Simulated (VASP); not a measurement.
# Sn in VASP: settings compared, part 2 of 2

VASP 6.6.1.

### 5 Single point, PBEsol+D4

This run uses another cell than the first one, of 25.87 Å³/atom, 0.902 times its volume.

Input file INCAR:

```
PREC     = Accurate       # precision mode
ENCUT    = 520            # plane-wave cutoff, eV
EDIFF    = 1E-6           # SCF threshold, eV
ISMEAR   = -1             # smearing method
SIGMA    = 0.05           # smearing width, eV
LREAL    = False          # projectors in reciprocal space
LASPH    = True           # aspherical terms in the spheres
NELM     = 100            # most SCF steps
ALGO     = Normal         # electronic algorithm
ISIF     = 2              # what is computed and relaxed
LWAVE    = False          # write WAVECAR
LCHARG   = False          # write CHGCAR
GGA      = PS             # functional
IVDW     = 13             # dispersion correction
NBANDS   = 13             # bands
```

Input file KPOINTS:

```
Automatic mesh
0
Gamma
  11 11 11
```

Input file POSCAR:

```
Sn
1.0
   -1.6829374645      1.6829199407      2.2831616163
    1.6829374645     -1.6829199407      2.2831616163
    1.6829374645      1.6829199407     -2.2831616163
Sn
1
Direct
    0.0000000000      0.0000000000      0.0000000000
```

Potentials or basis: VASP PAW PBE potentials, release 64 (Sn_d).

Started as:

```sh
cat potpaw_PBE.64/Sn_d/POTCAR > POTCAR
mpirun -np 1 vasp_std > vasp.out
```

OUTCAR:

```text
PREC = Accurate
   ENCUT = 520
   EDIFF = 1E-6
   ISMEAR = -1
   LREAL = False
   LASPH = True
   NELM = 100
   ISIF = 2
   GGA = PS
   IVDW = 13

 ion  position               nearest neighbor table
   1  0.000  0.000  0.000-

  LATTYP: Found a body centered orthorhombic cell.
 ALAT       =     3.3658398814
 B/A-ratio  =     1.0000104127
 C/A-ratio  =     1.3566668034

  Lattice vectors:

 A1 = (   1.6829374645,  -1.6829199407,  -2.2831616163)
 A2 = (  -1.6829374645,   1.6829199407,  -2.2831616163)
 A3 = (   1.6829374645,   1.6829199407,   2.2831616163)

Analysis of symmetry for initial positions (statically):
=====================================================================
 Subroutine PRICEL returns:
 Original cell was already a primitive cell.

 Routine SETGRP: Setting up the symmetry group for a
 body centered orthorhombic supercell.

 Subroutine GETGRP returns: Found  8 space group operations
 (whereof  8 operations were pure point group operations)
 out of a pool of  8 trial point group operations.

The static configuration has the point symmetry D_2h.

Analysis of symmetry for dynamics (positions and initial velocities):
=====================================================================
 Subroutine PRICEL returns:
 Original cell was already a primitive cell.

 Routine SETGRP: Setting up the symmetry group for a
 body centered orthorhombic supercell.

 Subroutine GETGRP returns: Found  8 space group operations
 (whereof  8 operations were pure point group operations)
 out of a pool of  8 trial point group operations.

The dynamic configuration has the point symmetry D_2h.

 Subroutine INISYM returns: Found  8 space group operations
 (whereof  8 operations are pure point group operations),
 and found     1 'primitive' translations

----------------------------------------------------------------------------------------

                                     Primitive cell

  volume of cell :      25.8659

  direct lattice vectors                    reciprocal lattice vectors
    -1.682937464  1.682919941  2.283161616     0.000000000  0.297102665  0.218994572
     1.682937464 -1.682919941  2.283161616     0.297099572  0.000000000  0.218994572
     1.682937464  1.682919941 -2.283161616     0.297099572  0.297102665  0.000000000

  length of vectors
     3.298078987  3.298078987  3.298078987     0.369091609  0.369089119  0.420164431

  position of ions in fractional coordinates (direct lattice)
     0.000000000  0.000000000  0.000000000

  ion indices of the primitive-cell ions
   primitive index   ion index
                 1           1

----------------------------------------------------------------------------------------

 KPOINTS: Automatic mesh

Automatic generation of k-mesh.
 Grid dimensions read from file:
 generate k-points for:   11   11   11

 Generating k-lattice:

  Cartesian coordinates                     Fractional coordinates (reciprocal lattice)
     0.000000000  0.027009333  0.019908597     0.090909091  0.000000000 -0.000000000
     0.027009052  0.000000000  0.019908597     0.000000000  0.090909091 -0.000000000
     0.027009052  0.027009333  0.000000000    -0.000000000  0.000000000  0.090909091

  Length of vectors
     0.033553783  0.033553556  0.038196766

  Shift w.r.t. Gamma in fractional coordinates (k-lattice)
     0.000000000  0.000000000  0.000000000

 Subroutine IBZKPT returns following result:
 ===========================================

 Found    216 irreducible k-points:

 Following reciprocal coordinates:
            Coordinates               Weight
  0.000000  0.000000  0.000000      1.000000
  0.090909  0.000000 -0.000000      4.000000
  0.181818  0.000000 -0.000000      4.000000
  0.272727  0.000000 -0.000000      4.000000
  0.363636  0.000000 -0.000000      4.000000
  0.454545  0.000000 -0.000000      4.000000
[... 16 lines left out ...]
  0.454545  0.181818 -0.000000      8.000000
 -0.454545  0.181818  0.000000      8.000000
 [... further k-points ...]
   k-points           NKPTS =    216   k-points in BZ     NKDIM =    216   number of bands    NBANDS=     13
   number of dos      NEDOS =    301   number of ions     NIONS =      1
   total plane-waves  NPLWV =  21952
   dimension x,y,z NGX =    28 NGY =   28 NGZ =   28
   dimension x,y,z NGXF=    56 NGYF=   56 NGZF=   56
   ions per type =               1
   NGX,Y,Z   is equivalent  to a cutoff of  14.11, 14.11, 14.11 a.u.
   NGXF,Y,Z  is equivalent  to a cutoff of  28.23, 28.23, 28.23 a.u.
 SYSTEM =  unknown system
   PREC   = accura    normal or accurate (medium, high low for compatibility)
   ISTART =      0    job   : 0-new  1-cont  2-samecut
   ICHARG =      2    charge: 1-file 2-atom 10-const
   ISPIN  =      1    spin polarized calculation?
   LNONCOLLINEAR =      F non collinear calculations
   LSORBIT =      F    spin-orbit coupling
   LASPH  =      T    aspherical Exc in radial PAW
   ENCUT  =  520.0 eV  38.22 Ry    6.18 a.u.   6.13  6.13  6.13*2*pi/ulx,y,z
   NELM   =    100;   NELMIN=  2; NELMDL= -5     # of ELM steps
   EDIFF  = 0.1E-05   stopping-criterion for ELM
   LREAL  =      F    real-space projection
   EDIFFG = 0.1E-04   stopping-criterion for IOM
   NSW    =      0    number of steps for IOM
   IBRION =     -1    ionic relax: 0-MD 1-quasi-New 2-CG
   NFREE  =      0    steps in history (QN), initial steepest desc. (CG)
   ISIF   =      2    stress and relaxation
   ISYM   =      2    0-nonsym 1-usesym 2-fastsym
   POTIM  = 0.5000    time-step for ionic-motion
   TEBEG  =    0.0;   TEEND  =   0.0 temperature during run
   PSTRESS=    0.0 pullay stress
   NELECT =      14.0000    total number of electrons
   NUPDOWN=      -1.0000    fix difference up-down
   EMIN   =  10.00;   EMAX   =-10.00  energy-range for DOS
   EFERMI =   0.00;   METHOD = LEGACY
   ISMEAR =    -1;   SIGMA  =   0.05  broadening in eV -4-tet -1-fermi 0-gaus
   EFERMI_NEDOS =   21; number of points for ismear=-14 and -15
   IALGO  =     38    algorithm
   IMIX   =      4    mixing-type and parameters
     AMIX     =   0.40;   BMIX     =  1.00
     AMIX_MAG =   1.60;   BMIX_MAG =  1.00
  volume/ion in A,a.u.               =      25.87       174.55
  Fermi-wavevector in a.u.,A,eV,Ry     =   1.334161  2.521198 24.218164  1.779985
  Thomas-Fermi vector in A             =   2.462963
   LORBIT       =      0    0 simple, 1 ext, 2 COOP (PROOUT), +10 PAW based schemes
   GGA     = PS    functional components
   LHFCALC =     F    Hartree Fock is set to
   AEXX    =    0.0000 exact exchange contribution
   IVDW    =    13    specifies the selected vdW correction
   LEPSILON=     F    determine dielectric tensor
   LRPA    =     F    only Hartree local field effects (RPA)
 non-spin polarized calculation
  energy-cutoff  :      520.00
  volume of cell :       25.87
 maximum number of plane-waves:       710
 NGX is ok and might be reduce to    28
   NGX = 13   NGY = 13   NGZ = 13

 number of electron      13.9999999 magnetization

 Free energy of the ion-electron system (eV)
  ---------------------------------------------------
  ext. energy  EPLUGINS =         0.00000000
  ---------------------------------------------------
  free energy    TOTEN  =        -4.23766605 eV

  energy without entropy =       -4.23299400  energy(sigma->0) =       -4.23533003

 E-fermi :   8.5650     XC(G=0): -10.7355

 val. band max:        8.5161822898   @ k =   0.1818   0.1818   0.0909
 cond. band min:       8.5871902466   @ k =   0.2727   0.4545   0.0909
 fundamental gap:      0.0710079569
 Fermi energy:         8.5650359394

 k-point     1 :       0.0000    0.0000    0.0000
  band No.  band energies     occupation
      1     -12.8860      2.00000
      2     -12.8860      2.00000
      3     -12.8566      2.00000
      4     -12.8022      2.00000
      5     -12.7671      2.00000
      6      -2.9277      2.00000
      7      16.6412      0.00000
      8      16.7304      0.00000
      9      16.7306      0.00000
     10      19.2870      0.00000
     11      20.7211      0.00000
     12      20.7213      0.00000
     13      20.8914      0.00000
[... 353 lines left out ...]
 k-point    24 :      -0.4545    0.1818    0.0000
  band No.  band energies     occupation
      1     -12.9043      2.00000
      2     -12.8472      2.00000
      3     -12.8068      2.00000
      4     -12.7493      2.00000
      5     -12.6933      2.00000
      6       0.9340      2.00000
      7       6.1562      2.00000
      8      11.3305      0.00000
      9      12.9680      0.00000
     10      16.1510      0.00000
     11      21.6566      0.00000
     12      22.5948      0.00000
     13      24.0886      0.00000

 [... further k-points ...]

------------------------ aborting loop because EDIFF is reached ----------------------------------------

  DFT-D4 for vdW energy calculation

  Edisp (eV):   -0.25822

  FORCE on cell =-STRESS in cart. coord.  units (eV):
  Direction    XX          YY          ZZ          XY          YZ          ZX
  --------------------------------------------------------------------------------------
  -------------------------------------------------------------------------------------
  Total      -0.01378    -0.01364    -0.00769    -0.00000     0.00000     0.00000
  in kB      -0.85382    -0.84513    -0.47646    -0.00000     0.00000     0.00000
  external pressure =       -0.73 kB  Pullay stress =        0.00 kB

 VOLUME and BASIS-vectors are now :
 -----------------------------------------------------------------------------
  energy-cutoff  :      520.00
  volume of cell :       25.87
      direct lattice vectors                 reciprocal lattice vectors
    -1.682937464  1.682919941  2.283161616     0.000000000  0.297102665  0.218994572
     1.682937464 -1.682919941  2.283161616     0.297099572  0.000000000  0.218994572
     1.682937464  1.682919941 -2.283161616     0.297099572  0.297102665  0.000000000

 POSITION                                       TOTAL-FORCE (eV/Angst)
 -----------------------------------------------------------------------------------
      0.00000      0.00000      0.00000        -0.000000      0.000000      0.000000
 -----------------------------------------------------------------------------------
    total drift:                               -0.000000     -0.000000     -0.000000

  FREE ENERGIE OF THE ION-ELECTRON SYSTEM (eV)
  ---------------------------------------------------
  free  energy   TOTEN  =        -4.4958814316 eV

  energy  without entropy=       -4.4912093740  energy(sigma->0) =       -4.49354540
```

It took 78 s on 1 thread of Intel Xeon 8259CL, shared host; peak memory 0.21 GiB.

What came out:

```
Free energy                : -4.4959 eV
Pressure                   : -0.1 GPa
Band gap on the k mesh     : zero (band 7 reaches 16.64 eV, above the bottom of band 8 at 6.56 eV)
Dispersion energy per atom : -0.258 eV
```

Levels at points of the mesh, in eV from the Fermi level:
```csv
k point,band 3,band 4,band 5,band 6,band 7,band 8,band 9,band 10,band 11,band 12
"(0.00, 0.00, 0.00)",-21.42,-21.37,-21.33,-11.49,8.08,8.17,8.17,10.72,12.16,12.16
```

Caveat: the PAW data sets were made with another functional, which shifts forces and pressure a little; spin-orbit coupling is left out, which moves the levels of the heavy elements; pairwise dispersion overbinds metals, which lowers pressure and volume.

### 6 Summary

```tsv
task	level	spin	cell	cutoff (eV)	smearing	gap on the mesh (eV)	pressure (GPa)
relaxation of cell and atoms	BLYP+D3(BJ)	off	relaxed from a = 3.406 Å, angles 119.1, 117.2, 93.3°, 1 atom	600	fermi-dirac 0.05 eV	none	0.0
single point	RPBE	non-collinear, zero start, SOC	a = 3.406 Å, angles 119.1, 117.2, 93.3°, 1 atom	520	methfessel-paxton 0.05 eV	-	0.2
single point	PBEsol+D3(BJ)	off	a = 3.278 Å, angles 118.6, 118.6, 92.4°, 1 atom	520	fermi-dirac 0.05 eV	none	-0.1
single point	PBEsol+D4	off	a = 3.298 Å, angles 118.6, 118.6, 92.4°, 1 atom	520	fermi-dirac 0.05 eV	none	-0.1
```

Alike in all rows: potentials or basis VASP PAW PBE potentials, release 64 (Sn_d); k mesh 11 × 11 × 11.

Caveats: the PAW data sets were made with another functional, which shifts forces and pressure a little; spin-orbit coupling is left out, which moves the levels of the heavy elements (some runs); pairwise dispersion overbinds metals, which lowers pressure and volume (some runs).

Absolute energies hang on the potentials; compare differences alone.
